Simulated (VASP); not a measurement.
# WS2 (Cm) in VASP: electric field gradients with PBEsol

Aim: the electric field gradients of WS2 with PBEsol.

Everything below comes from runs of VASP 6.6.1. Logs are shortened: lines on timing, memory, paths and dates and some standing lists are left out, and cuts for length are marked.

## 1. The cell of the first run

Symmetry: Cm, No. 8, monoclinic system. The conventional cell has a = 5.470 Å, b = 3.158 Å, c = 6.427 Å, α = 90.00°, β = 106.48°, γ = 90.00°. W (site symmetry m) has 6 S at 2.25 to 2.47 Å within 3.0 Å. S (site symmetry m) has 3 W at 2.25 to 2.38 Å and 7 S at 3.08 to 3.16 Å within 3.2 Å. Within 3.2 Å of S (site symmetry m) lie 3 W at 2.41 to 2.47 Å and 7 S at 3.08 to 3.16 Å.

## 2. Electric field gradients, PBEsol (shortest bond scaled by 0.94)

INCAR reads:

```
SYSTEM = WS2
ALGO = Normal ; EDIFF = 1E-8
ENCUT = 520 ; GGA = PS
ISIF = 2 ; ISMEAR = -1
LASPH = .TRUE. ; LCHARG = .FALSE.
LEFG = .TRUE. ; LREAL = .FALSE.
LWAVE = .FALSE. ; NBANDS = 20
NELM = 100 ; PREC = Accurate
SIGMA = 0.05
```

KPOINTS reads:

```
k-points
0
G
  11 11 11
  0 0 0
```

POSCAR reads:

```
WS2
1.0
    1.5790000000      0.9116360751      6.1633333333
   -1.5790000000      0.9116360751      6.1633333333
    0.0000000000     -1.8232721501      6.1633333333
W S
1 2
Direct
   -0.0225090000      0.0074910000      0.0074910000
    0.2722090000      0.2422090000      0.2422090000
    0.4190000000      0.4190000000      0.4190000000
```

Potentials or basis: VASP PAW PBE potentials, release 64 (W_sv, S).

On the command line:

```console
$ cat potpaw_PBE.64/W_sv/POTCAR potpaw_PBE.64/S/POTCAR > POTCAR
$ mpirun -np 1 vasp_std > vasp.out
```

OUTCAR:

```text
SYSTEM = WS2
   EDIFF = 1E-8
   ENCUT = 520
   GGA = PS
   ISIF = 2
   ISMEAR = -1
   LASPH = .TRUE.
   LREAL = .FALSE.
   NELM = 100
   PREC = Accurate

 ion  position               nearest neighbor table
   1  0.977  0.007  0.007-   2 2.25   2 2.38   2 2.38   3 2.41   3 2.47   3 2.47
   2  0.272  0.242  0.242-   1 2.25   1 2.38   1 2.38
   3  0.419  0.419  0.419-   1 2.41   1 2.47   1 2.47

  LATTYP: Found a trigonal (rhomboedric) cell.
 ALAT       =     6.4273633094
 COS(alpha) =     0.8792940837

  Lattice vectors:

 A1 = (   1.5790000000,   0.9116360751,   6.1633333333)
 A2 = (  -1.5790000000,   0.9116360751,   6.1633333333)
 A3 = (   0.0000000000,  -1.8232721501,   6.1633333333)

Analysis of symmetry for initial positions (statically):
=====================================================================
 Subroutine PRICEL returns:
 Original cell was already a primitive cell.

 Routine SETGRP: Setting up the symmetry group for a
 trigonal (rhombohedral) supercell.

 Subroutine GETGRP returns: Found  2 space group operations
 (whereof  2 operations were pure point group operations)
 out of a pool of 12 trial point group operations.

The static configuration has the point symmetry C_1h.

Analysis of symmetry for dynamics (positions and initial velocities):
=====================================================================
 Subroutine PRICEL returns:
 Original cell was already a primitive cell.

 Routine SETGRP: Setting up the symmetry group for a
 trigonal (rhombohedral) supercell.

 Subroutine GETGRP returns: Found  2 space group operations
 (whereof  2 operations were pure point group operations)
 out of a pool of 12 trial point group operations.

The dynamic configuration has the point symmetry C_1h.

 Subroutine INISYM returns: Found  2 space group operations
 (whereof  2 operations are pure point group operations),
 and found     1 'primitive' translations

[... 126 lines left out ...]
   LRPA    =     F    only Hartree local field effects (RPA)
 non-spin polarized calculation
  energy-cutoff  :      520.00
  volume of cell :       53.23
 maximum number of plane-waves:      1450
   NGX = 23   NGY = 23   NGZ = 23

 number of electron      26.0000001 magnetization

 Free energy of the ion-electron system (eV)
  ---------------------------------------------------
  ext. energy  EPLUGINS =         0.00000000
  ---------------------------------------------------
  free energy    TOTEN  =       -25.02755978 eV

  energy without entropy =      -25.02755791  energy(sigma->0) =      -25.02755885

 E-fermi :   7.8874     XC(G=0): -11.0841

 val. band max:        7.5080104115   @ k =   0.4545   0.4545   0.4545
 cond. band min:       8.2905731989   @ k =  -0.0000  -0.1818   0.1818
 fundamental gap:      0.7825627874
 Fermi energy:         7.8873740598

 k-point     1 :       0.0000    0.0000    0.0000
  band No.  band energies     occupation
      1     -67.1720      2.00000
      2     -31.4666      2.00000
      3     -31.2983      2.00000
      4     -31.2695      2.00000
      5      -8.3599      2.00000
      6      -6.2547      2.00000
[... 541 lines left out ...]
     19      14.5833      0.00000
     20      15.4308      0.00000

 [... further k-points ...]

------------------------ aborting loop because EDIFF is reached ----------------------------------------

  FORCE on cell =-STRESS in cart. coord.  units (eV):
  Direction    XX          YY          ZZ          XY          YZ          ZX
  --------------------------------------------------------------------------------------
  -------------------------------------------------------------------------------------
  Total        1.1470125      0.2841779      2.0208970      0.7472367      0.7424227      1.2859138
  in kB       34.5229733      8.5532343     60.8252937     22.4904538     22.3455633     38.7036471
  external PRESSURE =      34.6338337 kB  Pullay stress =       0.0000000 kB

 VOLUME and BASIS-vectors are now :
 -----------------------------------------------------------------------------
  energy-cutoff  :      520.00
  volume of cell :       53.23
      direct lattice vectors                 reciprocal lattice vectors
     1.579000000  0.911636075  6.163333333     0.316656111  0.182821491  0.054083288
    -1.579000000  0.911636075  6.163333333    -0.316656111  0.182821491  0.054083288
     0.000000000 -1.823272150  6.163333333     0.000000000 -0.365642982  0.054083288

 POSITION                                       TOTAL-FORCE (eV/Angst)
 -----------------------------------------------------------------------------------
      1.53163      0.88429      6.11694         1.820393      1.051004      3.167832
      0.04737      0.02735      4.66334        -1.388887     -0.801874     -2.285860
      0.00000      0.00000      7.74731        -0.431506     -0.249130     -0.881973
 -----------------------------------------------------------------------------------
    total drift:                               -0.000006     -0.000004     -0.000082

  FREE ENERGIE OF THE ION-ELECTRON SYSTEM (eV)
  ---------------------------------------------------
  free  energy   TOTEN  =       -25.0275597848 eV

  energy  without entropy=      -25.0275579146  energy(sigma->0) =      -25.02755885

 Electric field gradients (V/A^2)
---------------------------------------------------------------------
 ion       V_xx      V_yy      V_zz      V_xy      V_xz      V_yz
---------------------------------------------------------------------
   1      55.389   109.011  -164.399   -46.438   -39.271   -22.673
   2      29.610    34.171   -63.781    -3.950   -18.173   -10.492
   3      18.580    16.413   -34.993     1.877     8.803     5.082
---------------------------------------------------------------------

 Electric field gradients after diagonalization (V/A^2)
 (convention: |V_zz| > |V_xx| > |V_yy|)
----------------------------------------------------------------------
 ion       V_xx      V_yy      V_zz     asymmetry (V_yy - V_xx)/ V_zz
----------------------------------------------------------------------
   1     135.821    38.702  -174.524       0.556
   2      36.451    31.930   -68.382       0.066
   3      21.492    15.330   -36.822       0.167
----------------------------------------------------------------------

           NMR quadrupolar parameters

 Cq : quadrupolar parameter    Cq=e*Q*V_zz/h
 eta: asymmetry parameters     (V_yy - V_xx)/ V_zz
 Q  : nuclear electric quadrupole moment in mb (millibarn)
----------------------------------------------------------------------
 ion       Cq(MHz)       eta       Q (mb)
----------------------------------------------------------------------
   1      -0.422       0.556       1.000
   2      -0.165       0.066       1.000
   3      -0.089       0.167       1.000
----------------------------------------------------------------------
```

It took 7.7 min on 1 thread of Intel Xeon 6975P-C (Granite Rapids), shared host; peak memory 0.57 GiB.

What came out:

```yaml
Free_energy: -25.0276 eV
Pressure: 3.5 GPa
Largest_force: 3.802 eV/Å
Band_gap_on_the_k_mesh: 0.78 eV (least direct gap 1.69 eV)
Largest_electric_field_gradient_by_atom: W -174.5; S -68.4, -36.8 V/Å²
```

Forces on the atoms (eV/Å):
```
W    1.820  1.051  3.168
S   -1.389 -0.802 -2.286
S   -0.432 -0.249 -0.882
```

Stress tensor (GPa, compression positive):
```
3.45 2.25 3.87
2.25 0.86 2.23
3.87 2.23 6.08
```

Levels at points of the mesh, in eV from the valence-band top:
```tsv
k point	band 11	band 12	band 13	band 14	band 15	band 16
(0.00, 0.00, 0.00)	-2.04	-1.97	-0.91	1.58	1.96	2.76
```

Electric field gradients, principal values (V/Å²):
```csv
atom,least,middle,greatest (by size)
1 W,38.702,135.821,-174.524
2 S,31.930,36.451,-68.382
3 S,15.330,21.492,-36.822
```

Caveat: the cell differs from its parent crystal (shortest bond scaled by 0.94); the cell stands under pressure; without QUAD_EFG the Cq values of the log hold for a quadrupole moment of 1 mb, not for the nuclei; the PAW data sets were made with another functional, which shifts forces and pressure a little; spin-orbit coupling is left out, which moves the levels of the heavy elements; an odd mesh through Γ misses points on the zone boundary, where band edges can lie.
